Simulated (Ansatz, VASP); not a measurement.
# C in VASP and in Ansatz

```
C
1.0
     0.00000    2.12799    3.32438
     1.22941    0.00000    3.32438
     1.22941    2.12799    0.00000
C
2
Direct
  0.15496 0.84504 0.15496
  0.84504 0.15496 0.84504
```

Alike in both runs: task single point; functional PBEsol; dispersion D3(BJ); k mesh 16 × 16 × 16; occupations gaussian, width 0.03 eV; no spin polarisation.

|  | VASP | Ansatz |
| --- | --- | --- |
| version | VASP 6.6.1 | Ansatz 0.2.0 |
| potentials or method | VASP PAW PBE potentials, release 64 (C), cutoff 520 eV | scalar-relativistic, plane waves, PAW |
| valence electrons in the cell | 8 | 8 |

```csv
,VASP,Ansatz,Ansatz less VASP
gap on the k mesh at the Fermi level (eV),none,none,-
pressure (GPa),5.9,5.2,-0.67
"traceless stress, the component that is largest in VASP (GPa)",16.81,16.19,-0.624
rms of the force components (eV/Å),3.570,3.558,-0.0113
```

VASP's potentials were made for PBE, not for PBEsol, and Ansatz warns of the same on its side. Atom by atom the forces differ by 0.011 eV/Å (rms over components). A gap of «none» marks a metal or a gap that the smearing closes.
